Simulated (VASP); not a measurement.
# Ti12H (a cell with a defect) in VASP: single point with PBE

Aim: the single point of Ti12H (a cell with a defect) with PBE.

All numbers are computed with VASP 6.6.1; they aren't measurements. Logs are shortened: lines on timing, memory, paths and dates and some standing lists are left out, and cuts for length are marked.

## (1) The cell of the first run

The cell holds a defect, 13 atoms: a = 5.900 Å, b = 8.850 Å, c = 4.685 Å, α = 90.00°, β = 90.00°, γ = 120.00°.

## (2) Single point, PBE

INCAR

```
PREC = Accurate
ENCUT = 520
EDIFF = 1E-6
ISMEAR = -1
SIGMA = 0.15
LREAL = F
LASPH = T
NELM = 80
ALGO = Normal
ISIF = 2
LWAVE = F
LCHARG = F
GGA = PE
NBANDS = 84
```

KPOINTS

```
regular mesh
0
Gamma
  4 3 5
```

POSCAR

```
Ti12H
1.0
    5.9000000000      0.0000000000      0.0000000000
   -4.4250000000      7.6643250000      0.0000000000
    0.0000000000      0.0000000000      4.6846000000
Ti H
12 1
Direct
    0.0010094429      0.0018507827     -0.0023914528
    0.1674936298      0.2224706024      0.4996812962
   -0.0021189136      0.3319196407      0.0000303121
    0.1612197124      0.5479575827      0.4968870341
   -0.0159239077      0.6609052982      0.0018887418
    0.1631177361      0.8931303148      0.4957874739
    0.5068602354      0.0095049466      0.0009347650
    0.6672036774      0.2238837732      0.5008781966
    0.5013606413      0.3342539624      0.0025560347
    0.6638950180      0.5521852218      0.5015614994
    0.5071414874      0.6613705708      0.0018234214
    0.6765720394      0.8934725498      0.4958024164
    0.3327138057      0.7769725318      0.5488257268
```

Potentials or basis: VASP PAW PBE potentials, release 64 (Ti_sv, H).

Run with:

```bash
cat potpaw_PBE.64/Ti_sv/POTCAR potpaw_PBE.64/H/POTCAR > POTCAR
mpirun -np 1 vasp_std > vasp.out
```

OUTCAR:

```text
PREC = Accurate
   ENCUT = 520
   EDIFF = 1E-6
   ISMEAR = -1
   LREAL = F
   LASPH = T
   NELM = 80
   ISIF = 2
   GGA = PE

 ion  position               nearest neighbor table
   1  0.001  0.002  0.998-  12 2.86   6 2.86  12 2.88   6 2.88   2 2.88   2 2.90
   2  0.167  0.222  0.500-   1 2.88   9 2.89   3 2.90   1 2.90   3 2.90   4 2.90   6 2.90  12 2.90
                             9 2.91
   3  0.998  0.332  0.000-   4 2.86   7 2.88   4 2.88   8 2.88   8 2.89   2 2.90   2 2.90
   4  0.161  0.548  0.497-  13 1.77   3 2.86   3 2.88   8 2.89   2 2.90  11 2.92   5 2.92
   5  0.984  0.661  0.002-  11 2.82  10 2.86  10 2.86   9 2.87   4 2.92   6 2.92
   6  0.163  0.893  0.496-  13 1.77   1 2.86  12 2.87   1 2.88   2 2.90   7 2.91   5 2.92
   7  0.507  0.010  0.001-   8 2.86   8 2.86   3 2.88   9 2.89   6 2.91  12 2.91
   8  0.667  0.224  0.501-   7 2.86   7 2.86   9 2.88   3 2.88   3 2.89   4 2.89   9 2.90  10 2.92

   9  0.501  0.334  0.003-   5 2.87  10 2.87  11 2.88  10 2.88   8 2.88   2 2.89   7 2.89   8 2.90
                             2 2.91
  10  0.664  0.552  0.502-   5 2.86  11 2.86   5 2.86  11 2.86   9 2.87   9 2.88   8 2.92
  11  0.507  0.661  0.002-   5 2.82  10 2.86  10 2.86   9 2.88   4 2.92  12 2.92
  12  0.677  0.893  0.496-  13 1.77   1 2.86   6 2.87   1 2.88   2 2.90   7 2.91  11 2.92
  13  0.333  0.777  0.549-   4 1.77   6 1.77  12 1.77

  LATTYP: Found a simple monoclinic cell.
 ALAT       =     5.9000000000
 B/A-ratio  =     0.7940000000
 C/A-ratio  =     1.3228756849
 COS(beta)  =    -0.1889822323

  Lattice vectors:

 A1 = (   5.9000000000,   0.0000000000,   0.0000000000)
 A2 = (   0.0000000000,   0.0000000000,   4.6846000000)
 A3 = (  -1.4750000000,  -7.6643250000,   0.0000000000)

Analysis of symmetry for initial positions (statically):
=====================================================================
 Subroutine PRICEL returns:
 Original cell was already a primitive cell.

 Routine SETGRP: Setting up the symmetry group for a
 simple monoclinic supercell.

 Subroutine GETGRP returns: Found  1 space group operations
 (whereof  1 operations were pure point group operations)
 out of a pool of  4 trial point group operations.

The static configuration has the point symmetry C_1 .

Analysis of symmetry for dynamics (positions and initial velocities):
=====================================================================
 Subroutine PRICEL returns:
 Original cell was already a primitive cell.

 Routine SETGRP: Setting up the symmetry group for a
 simple monoclinic supercell.

 Subroutine GETGRP returns: Found  1 space group operations
 (whereof  1 operations were pure point group operations)
 out of a pool of  4 trial point group operations.

The dynamic configuration has the point symmetry C_1 .

 Subroutine INISYM returns: Found  1 space group operations
 (whereof  1 operations are pure point group operations),
 and found     1 'primitive' translations

----------------------------------------------------------------------------------------

                                     Primitive cell

  volume of cell :     211.8354

  direct lattice vectors                    reciprocal lattice vectors
     5.900000000  0.000000000  0.000000000     0.169491525  0.097855976  0.000000000
    -4.425000000  7.664325000  0.000000000     0.000000000  0.130474634  0.000000000
     0.000000000  0.000000000  4.684600000     0.000000000  0.000000000  0.213465397

  length of vectors
     5.900000000  8.850000153  4.684600000     0.195711955  0.130474634  0.213465397

  position of ions in fractional coordinates (direct lattice)
     0.001009443  0.001850783  0.997608547
     0.167493630  0.222470602  0.499681296
     0.997881086  0.331919641  0.000030312
     0.161219712  0.547957583  0.496887034
     0.984076092  0.660905298  0.001888742
     0.163117736  0.893130315  0.495787474
     0.506860235  0.009504947  0.000934765
     0.667203677  0.223883773  0.500878197
     0.501360641  0.334253962  0.002556035
     0.663895018  0.552185222  0.501561499
     0.507141487  0.661370571  0.001823421
     0.676572039  0.893472550  0.495802416
     0.332713806  0.776972532  0.548825727

  ion indices of the primitive-cell ions
   primitive index   ion index
                 1           1
                 2           2
                 3           3
                 4           4
                 5           5
                 6           6
                 7           7
                 8           8
                 9           9
                10          10
                11          11
                12          12
                13          13

----------------------------------------------------------------------------------------

 KPOINTS: regular mesh

Automatic generation of k-mesh.
 Grid dimensions read from file:
 generate k-points for:    4    3    5

 Generating k-lattice:

  Cartesian coordinates                     Fractional coordinates (reciprocal lattice)
     0.042372881  0.024463994  0.000000000     0.250000000  0.000000000  0.000000000
     0.000000000  0.043491545  0.000000000     0.000000000  0.333333333  0.000000000
     0.000000000  0.000000000  0.042693079     0.000000000  0.000000000  0.200000000

  Length of vectors
     0.048927989  0.043491545  0.042693079

  Shift w.r.t. Gamma in fractional coordinates (k-lattice)
     0.000000000  0.000000000  0.000000000

 Subroutine IBZKPT returns following result:
 ===========================================

 Found     31 irreducible k-points:

 Following reciprocal coordinates:
            Coordinates               Weight
  0.000000  0.000000  0.000000      1.000000
  0.250000  0.000000  0.000000      2.000000
  0.500000  0.000000  0.000000      1.000000
  0.000000  0.333333  0.000000      2.000000
  0.250000  0.333333  0.000000      2.000000
  0.500000  0.333333  0.000000      2.000000
[... 16 lines left out ...]
  0.500000  0.000000  0.400000      2.000000
  0.000000  0.333333  0.400000      2.000000
 [... further k-points ...]
   k-points           NKPTS =     31   k-points in BZ     NKDIM =     31   number of bands    NBANDS=     84
   number of dos      NEDOS =    301   number of ions     NIONS =     13
   total plane-waves  NPLWV = 120960
   dimension x,y,z NGX =    48 NGY =   70 NGZ =   36
   dimension x,y,z NGXF=    96 NGYF=  140 NGZF=   72
   ions per type =              12   1
   NGX,Y,Z   is equivalent  to a cutoff of  13.53, 13.15, 12.78 a.u.
   NGXF,Y,Z  is equivalent  to a cutoff of  27.05, 26.30, 25.55 a.u.
 SYSTEM =  unknown system
   PREC   = accura    normal or accurate (medium, high low for compatibility)
   ISTART =      0    job   : 0-new  1-cont  2-samecut
   ICHARG =      2    charge: 1-file 2-atom 10-const
   ISPIN  =      1    spin polarized calculation?
   LNONCOLLINEAR =      F non collinear calculations
   LSORBIT =      F    spin-orbit coupling
   LASPH  =      T    aspherical Exc in radial PAW
   ENCUT  =  520.0 eV  38.22 Ry    6.18 a.u.  10.97 16.46  8.71*2*pi/ulx,y,z
   NELM   =     80;   NELMIN=  2; NELMDL= -5     # of ELM steps
   EDIFF  = 0.1E-05   stopping-criterion for ELM
   LREAL  =      F    real-space projection
   EDIFFG = 0.1E-04   stopping-criterion for IOM
   NSW    =      0    number of steps for IOM
   IBRION =     -1    ionic relax: 0-MD 1-quasi-New 2-CG
   NFREE  =      0    steps in history (QN), initial steepest desc. (CG)
   ISIF   =      2    stress and relaxation
   ISYM   =      2    0-nonsym 1-usesym 2-fastsym
   POTIM  = 0.5000    time-step for ionic-motion
   TEBEG  =    0.0;   TEEND  =   0.0 temperature during run
   PSTRESS=    0.0 pullay stress
   NELECT =     145.0000    total number of electrons
   NUPDOWN=      -1.0000    fix difference up-down
   EMIN   =  10.00;   EMAX   =-10.00  energy-range for DOS
   EFERMI =   0.00;   METHOD = LEGACY
   ISMEAR =    -1;   SIGMA  =   0.15  broadening in eV -4-tet -1-fermi 0-gaus
   EFERMI_NEDOS =   21; number of points for ismear=-14 and -15
   IALGO  =     38    algorithm
   IMIX   =      4    mixing-type and parameters
     AMIX     =   0.40;   BMIX     =  1.00
     AMIX_MAG =   1.60;   BMIX_MAG =  1.00
  volume/ion in A,a.u.               =      16.30       109.96
  Fermi-wavevector in a.u.,A,eV,Ry     =   1.442773  2.726446 28.321806  2.081594
  Thomas-Fermi vector in A             =   2.561256
   LORBIT       =      0    0 simple, 1 ext, 2 COOP (PROOUT), +10 PAW based schemes
   GGA     = PE    functional components
   LHFCALC =     F    Hartree Fock is set to
   AEXX    =    0.0000 exact exchange contribution
   IVDW    =     0    specifies the selected vdW correction
   LEPSILON=     F    determine dielectric tensor
   LRPA    =     F    only Hartree local field effects (RPA)
 non-spin polarized calculation
  energy-cutoff  :      520.00
  volume of cell :      211.84
 maximum number of plane-waves:      5724
 NGX is ok and might be reduce to    48
   NGX = 21   NGY = 33   NGZ = 17

 number of electron     145.0000003 magnetization

 Free energy of the ion-electron system (eV)
  ---------------------------------------------------
  ext. energy  EPLUGINS =         0.00000000
  ---------------------------------------------------
  free energy    TOTEN  =       -97.81495568 eV

  energy without entropy =      -96.63933061  energy(sigma->0) =      -97.22714314

 E-fermi :   8.1767     XC(G=0): -11.4662

 val. band max:        8.1741281439   @ k =   0.2500   0.0000   0.2000
 cond. band min:       8.1801858605   @ k =  -0.2500   0.0000   0.2000
 fundamental gap:      0.0060577165
 Fermi energy:         8.1767058744

 k-point     1 :       0.0000    0.0000    0.0000
  band No.  band energies     occupation
      1     -48.6350      2.00000
      2     -48.5851      2.00000
      3     -48.5552      2.00000
      4     -48.5383      2.00000
      5     -48.5085      2.00000
      6     -48.4901      2.00000
[... 76 lines left out ...]
     83       9.0559      0.00568
     84       9.0620      0.00545

 k-point     2 :       0.2500    0.0000    0.0000
  band No.  band energies     occupation
      1     -48.6233      2.00000
      2     -48.5877      2.00000
      3     -48.5635      2.00000
      4     -48.5365      2.00000
      5     -48.5121      2.00000
      6     -48.4917      2.00000
[... 1903 lines left out ...]
     83       8.7813      0.03491
     84       8.8886      0.01722

 k-point    24 :       0.0000    0.3333    0.4000
  band No.  band energies     occupation
      1     -48.6025      2.00000
      2     -48.5799      2.00000
      3     -48.5524      2.00000
      4     -48.5264      2.00000
      5     -48.5044      2.00000
      6     -48.4933      2.00000
[... 76 lines left out ...]
     83       9.1072      0.00404
     84       9.1813      0.00247

 [... further k-points ...]

------------------------ aborting loop because EDIFF is reached ----------------------------------------

  FORCE on cell =-STRESS in cart. coord.  units (eV):
  Direction    XX          YY          ZZ          XY          YZ          ZX
  --------------------------------------------------------------------------------------
  -------------------------------------------------------------------------------------
  Total        0.9916744      1.2343025      0.7556863      0.0295985     -0.0097631     -0.0017577
  in kB        7.5003448      9.3354179      5.7154930      0.2238628     -0.0738415     -0.0132943
  external PRESSURE =       7.5170852 kB  Pullay stress =       0.0000000 kB

 VOLUME and BASIS-vectors are now :
 -----------------------------------------------------------------------------
  energy-cutoff  :      520.00
  volume of cell :      211.84
      direct lattice vectors                 reciprocal lattice vectors
     5.900000000  0.000000000  0.000000000     0.169491525  0.097855976  0.000000000
    -4.425000000  7.664325000  0.000000000     0.000000000  0.130474634  0.000000000
     0.000000000  0.000000000  4.684600000     0.000000000  0.000000000  0.213465397

 POSITION                                       TOTAL-FORCE (eV/Angst)
 -----------------------------------------------------------------------------------
     -0.00223      0.01419      4.67340         0.006410     -0.010089     -0.058250
      0.00378      1.70509      2.34081         0.001820      0.010322     -0.035372
      4.41875      2.54394      0.00014         0.006329     -0.000176     -0.028565
     -1.47352      4.19973      2.32772         0.000100     -0.020134     -0.074516
      2.88154      5.06539      0.00885         0.000007      0.002208     -0.005829
     -2.98971      6.84524      2.32257        -0.021438     -0.000562     -0.085160
      2.94842      0.07285      0.00438        -0.004442      0.006501     -0.017442
      2.94582      1.71592      2.34641        -0.000801      0.000295     -0.019147
      1.47895      2.56183      0.01197        -0.009708      0.008397      0.009496
      1.47356      4.23213      2.34962        -0.000067      0.000677     -0.014724
      0.06557      5.06896      0.00854        -0.001251      0.002121     -0.005446
      0.03816      6.84786      2.32264         0.018551      0.005058     -0.084050
     -1.47509      5.95497      2.57103         0.004489     -0.004618      0.419005
 -----------------------------------------------------------------------------------
    total drift:                                0.000151      0.000177     -0.000057

  FREE ENERGIE OF THE ION-ELECTRON SYSTEM (eV)
  ---------------------------------------------------
  free  energy   TOTEN  =       -97.8149556824 eV

  energy  without entropy=      -96.6393306070  energy(sigma->0) =      -97.22714314
```

Run time: 60 min. Hardware: 1 thread of Oxide Virtual Turin-like, shared host; peak memory 0.52 GiB.

Results:

| Property | Result |
| --- | --- |
| Free energy | -97.8150 eV |
| Pressure | 0.8 GPa |
| Largest force | 0.419 eV/Å |
| Band gap on the k mesh | zero (an odd number of electrons rules out a gap without spin polarisation) |

Forces on the atoms (eV/Å):
```
Ti   0.006 -0.010 -0.058
Ti   0.002  0.010 -0.035
Ti   0.006  0.000 -0.029
Ti   0.000 -0.020 -0.075
Ti   0.000  0.002 -0.006
Ti  -0.021 -0.001 -0.085
Ti  -0.004  0.007 -0.017
Ti  -0.001  0.000 -0.019
Ti  -0.010  0.008  0.009
Ti   0.000  0.001 -0.015
Ti  -0.001  0.002 -0.005
Ti   0.019  0.005 -0.084
H    0.004 -0.005  0.419
```

Stress tensor (GPa, compression positive):
```
 0.75  0.02  0.00
 0.02  0.93 -0.01
 0.00 -0.01  0.57
```

Levels at points of the mesh, in eV from the Fermi level:
| k point | band 70 | band 71 | band 72 | band 73 | band 74 | band 75 |
| --- | --- | --- | --- | --- | --- | --- |
| (0.00, 0.00, 0.00) | -0.50 | 0.21 | 0.39 | 0.42 | 0.57 | 0.63 |
| (0.50, 0.00, 0.00) | -0.61 | -0.48 | -0.42 | 0.14 | 0.30 | 0.43 |
